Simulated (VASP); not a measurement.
Set up this calculation in VASP 6.6.1, as the native input.

```yaml
Task: single point
Functional: PBE
Dispersion: D3(BJ)
Potentials_or_basis: VASP PAW PBE potentials, release 64 (Ge_d, H)
Cutoff: 520 eV
k_mesh: 9 × 9 × 1
Occupations: gaussian, width 0.1 eV
Spin: collinear spin
Starting_moments: "[0.0, 0.0, 1.0] μB"
Dipole_correction: yes
Further_INCAR_settings: ALGO = Normal; EDIFF = 1e-06; NBANDS = 26
```

The structure of Ge2H lies in POSCAR:

```
Ge2H
1.0
    4.0226895460      0.0000000000      0.0000000000
   -2.0113447730      3.4837513384      0.0000000000
    0.0000000000      0.0000000000     17.6842610184
Ge H
2 1
Direct
    0.3333333333      0.6666666667      0.2648830513
    0.6666666667      0.3333333333      0.2261898304
    1.1111111111     -0.1111111111      0.3593173055
```

These files were run (other wordings do the same):

INCAR

```
SYSTEM = Ge2H
ALGO     = Normal         ! electronic algorithm
DIPOL    = 0.5 0.5 0.283
EDIFF    = 1E-6           ! SCF threshold, eV
ENCUT    = 520            ! plane-wave cutoff, eV
GGA      = PE             ! functional
IDIPOL   = 3            
ISIF     = 2              ! what is computed and relaxed
ISMEAR   = 0              ! smearing method
ISPIN    = 2              ! spin polarisation
IVDW     = 12             ! dispersion correction
LASPH    = .TRUE.         ! aspherical terms in the spheres
LCHARG   = .FALSE.        ! write CHGCAR
LDIPOL   = .TRUE.       
LORBIT   = 11             ! projections on sites
LREAL    = .FALSE.        ! projectors in reciprocal space
LWAVE    = .FALSE.        ! write WAVECAR
MAGMOM   = 0 0 1          ! initial moments
NBANDS   = 26             ! bands
NELM     = 150            ! most SCF steps
PREC     = Accurate       ! precision mode
SIGMA    = 0.1            ! smearing width, eV
```

KPOINTS

```
k-points
0
G
  9 9 1
  0 0 0
```

Potentials or basis: VASP PAW PBE potentials, release 64 (Ge_d, H).

The run is started by

```console
$ cat potpaw_PBE.64/Ge_d/POTCAR potpaw_PBE.64/H/POTCAR > POTCAR
$ mpirun -np 1 vasp_std > vasp.out
```

Results of the run:

```yaml
Largest_force: 1.465 eV/Å
Net_moment: 0.76 μB per cell
Site_moments: Ge +0.01, +0.14; H +0.19 μB
Valence_electrons_inside_the_program's_atomic_spheres: Ge 12.31, 12.33; H 0.40
Dispersion_energy_per_atom: -0.132 eV
```

Run time: 7.2 min on 1 thread of Oxide Virtual Turin-like Processor, with other jobs on the host, peak memory 0.54 GiB.
